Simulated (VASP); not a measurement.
## ZrH: single point with PBEsol

ZrH:

```xyz
4
Lattice="3.2855 0.0000 0.0000 0.0000 3.2855 0.0000 0.0000 0.0000 5.0131" Properties=species:S:1:pos:R:3 pbc="T T T"
Zr    0.0000    1.6427    0.0000
Zr    1.6427    0.0000    2.5066
H     0.0000    0.0000    3.7598
H     0.0000    0.0000    1.2533
```

```json
{"Program": "VASP 6.6.1", "Task": "single point", "Functional": "PBEsol", "Potentials or basis": "VASP PAW PBE potentials, release 64 (Zr_sv, H)", "Cutoff": "520 eV", "k mesh": "9 × 9 × 6", "Occupations": "fermi-dirac, width 0.02 eV", "Spin": "no spin polarisation"}
```

| Item | Value |
| --- | --- |
| Pressure | -6.7 GPa |
| Band gap on the k mesh | zero (bands 13 and 14 overlap by 0.99 eV) |

Stress tensor (GPa, compression positive):
```
-7.03  0.00  0.00
 0.00 -7.03  0.00
 0.00  0.00 -5.98
```

Levels at points of the mesh, in eV from the Fermi level:
```csv
k point,band 9,band 10,band 11,band 12,band 13,band 14,band 15,band 16,band 17,band 18
"(0.00, 0.00, 0.00)",-8.34,-3.48,-2.89,-2.77,0.05,0.65,0.65,2.20,3.19,4.32
"(0.00, 0.00, 0.50)",-6.61,-6.61,-1.65,-1.65,0.05,0.05,1.69,1.69,2.28,2.28
```

Wall time 34 s on 1 thread of AMD EPYC 9R14 (Zen 4) (shared host), peak memory 0.17 GiB.

Caveat: the cell stands under tension; the PAW data sets were made with another functional, which shifts forces and pressure a little.
